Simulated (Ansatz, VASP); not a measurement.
GaN: VASP beside Ansatz

Contents of POSCAR:

```
GaN
1.0
    0.0000000000      2.1007897024      2.2058291876
    2.1007897024      0.0000000000      2.2058291876
    2.1007897024      2.1007897024      0.0000000000
Ga N
1 1
Direct
    0.0000000000      0.0000000000      0.0000000000
    0.5000000000      0.5000000000      0.5000000000
```

Contents of INCAR.step1:

```
  ALGO = Normal
  EDIFF = 1E-4
  ENCUT = 520
  GGA = PE
  ISMEAR = 0
  LASPH = True
  LCHARG = False
  LREAL = False
  LWAVE = True
  NBANDS = 16
  NELM = 100
  PREC = Accurate
  SIGMA = 0.05
```

File INCAR.step2:

```
  ALGO = Normal
  EDIFF = 1E-6
  ENCUT = 520
  ISIF = 2
  ISMEAR = 0
  ISTART = 1
  LASPH = True
  LCHARG = True
  LELF = True
  LMIXTAU = True
  LREAL = False
  LVHAR = True
  LWAVE = False
  METAGGA = R2SCAN
  NBANDS = 16
  NELM = 100
  PREC = Accurate
  SIGMA = 0.05
```

The input KPOINTS:

```
k-points
0
Gamma
  12 12 12
```

Input for Ansatz:

```yaml
crystal:
  lattice:
    - [0.0, 2.1007897024, 2.2058291876]
    - [2.1007897024, 0.0, 2.2058291876]
    - [2.1007897024, 2.1007897024, 0.0]
  atoms:
    - { symbol: Ga, position: [0.0, 0.0, 0.0] }
    - { symbol: "N", position: [0.5, 0.5, 0.5] }
basis:
  ecutwfc: 500
kpoints:
  mp_grid: { grid: [12, 12, 12] }
hamiltonian:
  xc: r2scan
scf:
  occupations: { method: gaussian, width: 0.05 }
output:
  forces: true
  stress: true
  eigenvalues: true
```

Alike in both runs: task single point; functional r2SCAN; k mesh 12 × 12 × 12; occupations gaussian, width 0.05 eV; no spin polarisation.

|  | VASP | Ansatz |
| --- | --- | --- |
| version | VASP 6.6.1 | Ansatz 0.2.0 |
| potentials or method | VASP PAW PBE potentials, release 64 (Ga_d, N), cutoff 520 eV | scalar-relativistic, plane waves, PAW |
| valence electrons in the cell | 18 | 18 |

```csv
,VASP,Ansatz,Ansatz less VASP
gap on the k mesh at the Fermi level (eV),0.72,0.75,+0.024
least direct gap on the mesh (eV),2.67,2.64,-0.030
pressure (GPa),-6.6,-7.6,-1.09
"traceless stress, the component that is largest in VASP (GPa)",-4.73,-4.33,+0.398
```

VASP's potentials were made for PBE, not for r2SCAN. With one functional, cell and mesh, what is left measures potentials, basis and numerics.
